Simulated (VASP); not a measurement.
# Al2GaSb3 (P3m1) in VASP: relaxation of cell and atoms with PBE

Aim: the relaxation of cell and atoms of Al2GaSb3 with PBE.

Everything below comes from runs of VASP 6.6.1. Logs are shortened: lines on timing, memory, paths and dates and some standing lists are left out, and cuts for length are marked.

## (1) The cell of the first run

The structure is trigonal, space group P3m1 (No. 156). Conventional cell: a = 4.578 Å, b = 4.578 Å, c = 7.584 Å, α = 90.00°, β = 90.00°, γ = 120.00°. Within 4.1 Å of Al (site symmetry 3m) lie 3 Ga at 3.03 Å and 9 Sb at 3.12 to 3.56 Å and 2 Al at 3.55 to 4.03 Å. Within 4.1 Å of Al (site symmetry 3m) lie 9 Sb at 3.11 to 3.55 Å and 3 Ga at 3.36 Å and 2 Al at 3.55 to 4.03 Å. Within 3.5 Å of Ga (site symmetry 3m) lie 4 Sb at 2.68 to 3.14 Å and 6 Al at 3.03 to 3.36 Å. Sb (site symmetry 3m) has 3 Ga at 2.68 Å and 6 Al at 3.11 to 3.26 Å and 1 Sb at 3.29 Å within 3.5 Å. Sb (site symmetry 3m) has 4 Sb at 2.74 to 3.29 Å and 6 Al at 3.11 to 3.56 Å within 3.6 Å. Within 3.6 Å of Sb (site symmetry 3m) lie 3 Sb at 2.74 Å and 6 Al at 3.12 to 3.55 Å and 1 Ga at 3.14 Å.

The cell was generated, and may not be a known phase.

## (2) Relaxation of cell and atoms, PBE

Contents of INCAR:

```
SYSTEM = Al2GaSb3
PREC = Accurate ; ENCUT = 500
EDIFF = 1E-7 ; ISMEAR = 0
SIGMA = 0.1 ; LREAL = .False.
LASPH = .True. ; NELM = 120
ALGO = Normal ; ISIF = 3
LWAVE = .False. ; LCHARG = .False.
GGA = PE ; IBRION = 2
NSW = 90 ; EDIFFG = -0.04
GGA_COMPAT = .False. ; NELMIN = 4
```

Contents of KPOINTS:

```
Automatic mesh
0
Gamma
  6 6 2
  0 0 0
```

Contents of POSCAR:

```
Al2GaSb3
1.0
    4.5781296000      0.0000000000      0.0000000000
   -2.2890648000      3.9647765400      0.0000000000
    0.0000000000      0.0000000000      7.5837140800
Al Ga Sb
2 1 3
Direct
    0.3333333300      0.6666666700      0.7304869300
    0.3333333300      0.6666666700      0.2618563500
    0.0000000000      0.0000000000      0.5356180700
    0.6666666700      0.3333333300      0.4778144100
    0.6666666700      0.3333333300      0.0445462900
    0.0000000000      0.0000000000      0.9496769900
```

Potentials or basis: VASP PAW PBE potentials, release 64 (Al, Ga_d, Sb_d_GW).

Launch:

```
$ cat potpaw_PBE.64/Al/POTCAR potpaw_PBE.64/Ga_d/POTCAR potpaw_PBE.64/Sb_d_GW/POTCAR > POTCAR
$ mpirun -np 1 vasp_std > vasp.out
```

OUTCAR:

```text
SYSTEM = Al2GaSb3
   PREC = Accurate
   ENCUT = 500
   EDIFF = 1E-7
   ISMEAR = 0
   LREAL = .False.
   LASPH = .True.
   NELM = 120
   ISIF = 3
   GGA = PE
   IBRION = 2
   NSW = 90
   EDIFFG = -0.04
   NELMIN = 4

 ion  position               nearest neighbor table
   1  0.333  0.667  0.730-   3 3.03   3 3.03   3 3.03   6 3.12   6 3.12   6 3.12   4 3.26   4 3.26
                             4 3.26
   2  0.333  0.667  0.262-   4 3.11   4 3.11   4 3.11   5 3.11   5 3.11   5 3.11
   3  0.000  0.000  0.536-   4 2.68   4 2.68   4 2.68   1 3.03   1 3.03   1 3.03   6 3.14
   4  0.667  0.333  0.478-   3 2.68   3 2.68   3 2.68   2 3.11   2 3.11   2 3.11   1 3.26   1 3.26
                             1 3.26   5 3.29
   5  0.667  0.333  0.045-   6 2.74   6 2.74   6 2.74   2 3.11   2 3.11   2 3.11   4 3.29
   6  0.000  0.000  0.950-   5 2.74   5 2.74   5 2.74   1 3.12   1 3.12   1 3.12   3 3.14

  LATTYP: Found a hexagonal cell.
 ALAT       =     4.5781296000
 C/A-ratio  =     1.6565092609

  Lattice vectors:

 A1 = (   4.5781296000,   0.0000000000,   0.0000000000)
 A2 = (  -2.2890648000,   3.9647765400,   0.0000000000)
 A3 = (   0.0000000000,   0.0000000000,   7.5837140800)

Analysis of symmetry for initial positions (statically):
=====================================================================
 Subroutine PRICEL returns:
 Original cell was already a primitive cell.

 Routine SETGRP: Setting up the symmetry group for a
 hexagonal supercell.

 Subroutine GETGRP returns: Found  6 space group operations
 (whereof  6 operations were pure point group operations)
 out of a pool of 24 trial point group operations.

The static configuration has the point symmetry C_3v.

Analysis of symmetry for dynamics (positions and initial velocities):
=====================================================================
 Subroutine PRICEL returns:
 Original cell was already a primitive cell.

 Routine SETGRP: Setting up the symmetry group for a
 hexagonal supercell.

 Subroutine GETGRP returns: Found  6 space group operations
 (whereof  6 operations were pure point group operations)
 out of a pool of 24 trial point group operations.

The dynamic configuration has the point symmetry C_3v.

 Subroutine INISYM returns: Found  6 space group operations
 (whereof  6 operations are pure point group operations),
 and found     1 'primitive' translations

----------------------------------------------------------------------------------------

                                     Primitive cell

  volume of cell :     137.6540

  direct lattice vectors                    reciprocal lattice vectors
     4.578129600  0.000000000  0.000000000     0.218429815  0.126110512  0.000000000
    -2.289064800  3.964776540  0.000000000     0.000000000  0.252221024  0.000000000
     0.000000000  0.000000000  7.583714080     0.000000000  0.000000000  0.131861511

  length of vectors
     4.578129600  4.578129604  7.583714080     0.252221025  0.252221024  0.131861511

  position of ions in fractional coordinates (direct lattice)
     0.333333330  0.666666670  0.730486930
     0.333333330  0.666666670  0.261856350
     0.000000000  0.000000000  0.535618070
     0.666666670  0.333333330  0.477814410
     0.666666670  0.333333330  0.044546290
     0.000000000  0.000000000  0.949676990

  ion indices of the primitive-cell ions
   primitive index   ion index
                 1           1
                 2           2
                 3           3
                 4           4
                 5           5
                 6           6

----------------------------------------------------------------------------------------

 KPOINTS: Automatic mesh

Automatic generation of k-mesh.
 Grid dimensions read from file:
 generate k-points for:    6    6    2

 Generating k-lattice:

  Cartesian coordinates                     Fractional coordinates (reciprocal lattice)
     0.036404969  0.021018419  0.000000000     0.166666667  0.000000000  0.000000000
     0.000000000  0.042036837  0.000000000     0.000000000  0.166666667  0.000000000
     0.000000000  0.000000000  0.065930756     0.000000000  0.000000000  0.500000000

  Length of vectors
     0.042036837  0.042036837  0.065930756

  Shift w.r.t. Gamma in fractional coordinates (k-lattice)
     0.000000000  0.000000000  0.000000000

 Subroutine IBZKPT returns following result:
 ===========================================

 Found     14 irreducible k-points:

 Following reciprocal coordinates:
            Coordinates               Weight
  0.000000  0.000000  0.000000      1.000000
  0.166667  0.000000  0.000000      6.000000
  0.333333  0.000000  0.000000      6.000000
  0.500000  0.000000  0.000000      3.000000
  0.166667  0.166667  0.000000      6.000000
  0.333333  0.166667  0.000000     12.000000
  0.333333  0.333333  0.000000      2.000000
  0.000000  0.000000  0.500000      1.000000
  0.166667  0.000000  0.500000      6.000000
  0.333333  0.000000  0.500000      6.000000
  0.500000  0.000000  0.500000      3.000000
  0.166667  0.166667  0.500000      6.000000
  0.333333  0.166667  0.500000     12.000000
  0.333333  0.333333  0.500000      2.000000
   k-points           NKPTS =     14   k-points in BZ     NKDIM =     14   number of bands    NBANDS=     38
   number of dos      NEDOS =    301   number of ions     NIONS =      6
   total plane-waves  NPLWV =  72576
   dimension x,y,z NGX =    36 NGY =   36 NGZ =   56
   dimension x,y,z NGXF=    72 NGYF=   72 NGZF=  112
   ions per type =               2   1   3
   NGX,Y,Z   is equivalent  to a cutoff of  13.07, 13.07, 12.28 a.u.
   NGXF,Y,Z  is equivalent  to a cutoff of  26.15, 26.15, 24.55 a.u.
 SYSTEM =  Al2GaSb3
   PREC   = accura    normal or accurate (medium, high low for compatibility)
   ISTART =      0    job   : 0-new  1-cont  2-samecut
   ICHARG =      2    charge: 1-file 2-atom 10-const
   ISPIN  =      1    spin polarized calculation?
   LNONCOLLINEAR =      F non collinear calculations
   LSORBIT =      F    spin-orbit coupling
   LASPH  =      T    aspherical Exc in radial PAW
   ENCUT  =  500.0 eV  36.75 Ry    6.06 a.u.   8.35  8.35 13.83*2*pi/ulx,y,z
   NELM   =    120;   NELMIN=  4; NELMDL= -5     # of ELM steps
   EDIFF  = 0.1E-06   stopping-criterion for ELM
   LREAL  =      F    real-space projection
   EDIFFG = -.4E-01   stopping-criterion for IOM
   NSW    =     90    number of steps for IOM
   IBRION =      2    ionic relax: 0-MD 1-quasi-New 2-CG
   NFREE  =      1    steps in history (QN), initial steepest desc. (CG)
   ISIF   =      3    stress and relaxation
   ISYM   =      2    0-nonsym 1-usesym 2-fastsym
   POTIM  = 0.5000    time-step for ionic-motion
   TEBEG  =    0.0;   TEEND  =   0.0 temperature during run
   PSTRESS=    0.0 pullay stress
   NELECT =      64.0000    total number of electrons
   NUPDOWN=      -1.0000    fix difference up-down
   EMIN   =  10.00;   EMAX   =-10.00  energy-range for DOS
   EFERMI =   0.00;   METHOD = LEGACY
   ISMEAR =     0;   SIGMA  =   0.10  broadening in eV -4-tet -1-fermi 0-gaus
   EFERMI_NEDOS =   21; number of points for ismear=-14 and -15
   IALGO  =     38    algorithm
   IMIX   =      4    mixing-type and parameters
     AMIX     =   0.40;   BMIX     =  1.00
     AMIX_MAG =   1.60;   BMIX_MAG =  1.00
  volume/ion in A,a.u.               =      22.94       154.82
  Fermi-wavevector in a.u.,A,eV,Ry     =   1.268251  2.396647 21.884438  1.608461
  Thomas-Fermi vector in A             =   2.401356
   LORBIT       =      0    0 simple, 1 ext, 2 COOP (PROOUT), +10 PAW based schemes
   GGA     = PE    functional components
   LHFCALC =     F    Hartree Fock is set to
   AEXX    =    0.0000 exact exchange contribution
   IVDW    =     0    specifies the selected vdW correction
   LEPSILON=     F    determine dielectric tensor
   LRPA    =     F    only Hartree local field effects (RPA)
 conjugate gradient relaxation of ions
 non-spin polarized calculation
 Gauss-broadening in eV      SIGMA  =   0.10
  energy-cutoff  :      500.00
  volume of cell :      137.65
 maximum number of plane-waves:      3508
 NGX is ok and might be reduce to    36
   NGX = 17   NGY = 17   NGZ = 27

--------------------------------------- Ionic step        1  -------------------------------------------

 number of electron      63.9999974 magnetization

 Free energy of the ion-electron system (eV)
  ---------------------------------------------------
  ext. energy  EPLUGINS =         0.00000000
  ---------------------------------------------------
  free energy    TOTEN  =       -19.99383340 eV

  energy without entropy =      -19.97240891  energy(sigma->0) =      -19.98312115

------------------------ aborting loop because EDIFF is reached ----------------------------------------

  FORCE on cell =-STRESS in cart. coord.  units (eV):
  Direction    XX          YY          ZZ          XY          YZ          ZX
  --------------------------------------------------------------------------------------
  -------------------------------------------------------------------------------------
  Total       10.1604244     10.1604244      2.7996066      0.0000000      0.0000000      0.0000000
  in kB      118.2588581    118.2588583     32.5850842      0.0000000      0.0000000      0.0000000
  external PRESSURE =      89.7009335 kB  Pullay stress =       0.0000000 kB
[... 67 lines left out ...]
--------------------------------------- Ionic step        3  -------------------------------------------

 number of electron      64.0000043 magnetization

 E-fermi :   4.9041     XC(G=0):  -9.6200

 val. band max:        4.8501002118   @ k =   0.3333   0.0000   0.5000
 cond. band min:       4.9061104479   @ k =   0.3333   0.1667   0.5000
 fundamental gap:      0.0560102360
 Fermi energy:         4.9040649026

 k-point     1 :       0.0000    0.0000    0.0000
  band No.  band energies     occupation
      1     -24.4616      2.00000
      2     -24.4616      2.00000
      3     -24.4252      2.00000
      4     -24.4252      2.00000
      5     -24.4153      2.00000
      6     -24.2962      2.00000
[... 596 lines left out ...]
  FREE ENERGIE OF THE ION-ELECTRON SYSTEM (eV)
  ---------------------------------------------------
  free  energy   TOTEN  =       -20.7923658111 eV

  energy  without entropy=      -20.7649255597  energy(sigma->0) =      -20.77864569

 E-fermi :   5.3241     XC(G=0):  -9.9633

 val. band max:        5.3175420264   @ k =   0.3333   0.0000   0.0000
 cond. band min:       5.3342497807   @ k =   0.3333   0.1667   0.5000
 fundamental gap:      0.0167077542
 Fermi energy:         5.3240890003

 k-point     1 :       0.0000    0.0000    0.0000
  band No.  band energies     occupation
      1     -23.8639      2.00000
      2     -23.8598      2.00000
      3     -23.8598      2.00000
      4     -23.8498      2.00000
      5     -23.8498      2.00000
      6     -23.7216      2.00000
[... 563 lines left out ...]
     37       7.7882      0.00000
     38       7.9333      0.00000

[... ionic steps 4 to 31 ...]

--------------------------------------- Ionic step       32  -------------------------------------------

 number of electron      64.0000026 magnetization

------------------------ aborting loop because EDIFF is reached ----------------------------------------
[... 75 lines left out ...]
--------------------------------------- Ionic step       34  -------------------------------------------

 number of electron      64.0000022 magnetization

 Free energy of the ion-electron system (eV)
  ---------------------------------------------------
  ext. energy  EPLUGINS =         0.00000000
  ---------------------------------------------------
  free energy    TOTEN  =       -21.78873606 eV

  energy without entropy =      -21.78060812  energy(sigma->0) =      -21.78467209

 E-fermi :   6.1790     XC(G=0): -10.3476

 val. band max:        6.1766491178   @ k =   0.3333   0.3333   0.5000
 cond. band min:       6.2994183558   @ k =   0.1667   0.0000   0.0000
 fundamental gap:      0.1227692379
 Fermi energy:         6.1790349879

 k-point     1 :       0.0000    0.0000    0.0000
  band No.  band energies     occupation
      1     -23.0129      2.00000
      2     -23.0129      2.00000
      3     -22.9964      2.00000
      4     -22.9919      2.00000
      5     -22.9919      2.00000
      6     -22.9704      2.00000
[... 596 lines left out ...]
  FREE ENERGIE OF THE ION-ELECTRON SYSTEM (eV)
  ---------------------------------------------------
  free  energy   TOTEN  =       -21.7887360556 eV

  energy  without entropy=      -21.7806081225  energy(sigma->0) =      -21.78467209

 reached required accuracy - stopping structural energy minimisation
```

Run time: 30 min. Hardware: 1 thread of Intel Xeon Platinum 8559C (Emerald Rapids), shared host; peak memory 0.31 GiB.

What came out:

```
Free energy                           : -21.7887 eV
Relaxed volume                        : 23.32 Å³/atom
Relaxed cell                          : a = 4.918 Å, b = 4.918 Å, c = 6.681 Å, α = 90.00°, β = 90.00°, γ = 120.00°
Space group after relaxing (to 0.1 Å) : P3m1 (No. 156)
Energy gained by relaxing             : 299.2 meV/atom
Ionic steps                           : 34
Pressure after relaxing               : 0.0 GPa
Largest force after relaxing          : 0.024 eV/Å
Band gap on the k mesh                : zero (bands 32 and 33 overlap by 1.84 eV)
```

Forces in eV/Å, atoms in the order of the input:
```
Al   0.000  0.000 -0.016
Al   0.000  0.000  0.006
Ga   0.000  0.000 -0.018
Sb   0.000  0.000 -0.012
Sb   0.000  0.000  0.024
Sb   0.000  0.000  0.017
```

The path:
```
step  energy change (eV)  largest force (eV/Å)  pressure (GPa)  volume (Å³)
   1              0.0000                1.4519            8.97       137.65
   2             -0.7945                0.7093           -1.65       164.69
   3             -0.7985                0.7533           -1.07       162.36
   4             -0.9295                0.8154           -1.10       159.94
   5             -1.0645                0.9789            0.94       152.38
   6             -1.1044                0.4183           -0.47       155.81
   7             -1.1154                0.5010           -0.16       154.80
   8             -1.1155                0.5255           -0.11       154.64
   9             -1.1499                0.5231            0.04       153.42
  10             -1.2252                0.6957            0.77       149.77
  11             -1.1661                1.3967            2.79       142.58
  12             -1.2366                0.8612            1.37       147.35
  13             -1.2520                0.8126            1.23       147.44
  14             -1.2911                0.6879            0.82       147.71
  15             -1.3444                0.5410            0.06       148.23
  16             -1.4115                0.5079           -1.14       149.29
  17             -1.5077                0.4658           -2.69       151.39
  18             -1.5655                0.4769           -1.90       148.40
  19             -1.5875                0.6170           -0.83       145.41
  20             -1.6102                0.5782           -0.68       144.57
  21             -1.6634                0.4433           -0.13       142.09
  22             -1.6826                0.4730            1.44       137.14
  23             -1.6910                0.4129            0.76       138.98
  24             -1.7228                0.3507            0.15       140.24
  25             -1.7443                0.3389           -0.92       142.78
  26             -1.7685                0.2986           -0.13       140.34
  27             -1.7707                0.2782            0.24       139.34
  28             -1.7815                0.2040           -0.02       139.97
  29             -1.7870                0.1480           -0.33       140.81
  30             -1.7916                0.1196            0.23       139.33
  31             -1.7916                0.1195            0.25       139.28
  32             -1.7938                0.0740           -0.02       139.90
  33             -1.7938                0.0654           -0.05       139.97
  34             -1.7949                0.0242           -0.03       139.93
```

Final structure:
```
Al Ga Sb
1.0
     4.91772    0.00000    0.00000
    -2.45886    4.25887    0.00000
     0.00000    0.00000    6.68112
Al Ga Sb
2 1 3
Direct
  0.33333 0.66667 0.73157
  0.33333 0.66667 0.26401
  0.00000 0.00000 0.39772
  0.66667 0.33333 0.60231
  0.66667 0.33333 0.11406
  0.00000 0.00000 0.89033
```

Levels at points of the mesh, in eV from the Fermi level:
```
           k point  band 30  band 31  band 32  band 33  band 34  band 35
(0.00, 0.00, 0.00)    -1.60    -1.16    -0.94    -0.94     0.42     0.42
(0.50, 0.00, 0.00)    -1.70    -1.31    -1.05     1.83     2.32     2.44
(0.00, 0.00, 0.50)    -2.20    -1.60    -1.47    -1.47    -1.17    -0.65
(0.50, 0.00, 0.50)    -1.90    -1.34    -0.84     1.44     2.10     2.42
```

Caveat: the k points lie up to 0.47 Å⁻¹ apart in the final cell, too coarse for converged energies and pressures of a metal; spin-orbit coupling is left out, which moves the levels of the heavy elements.

The gap in the log of VASP goes by the Fermi energy; the results here count the filled bands.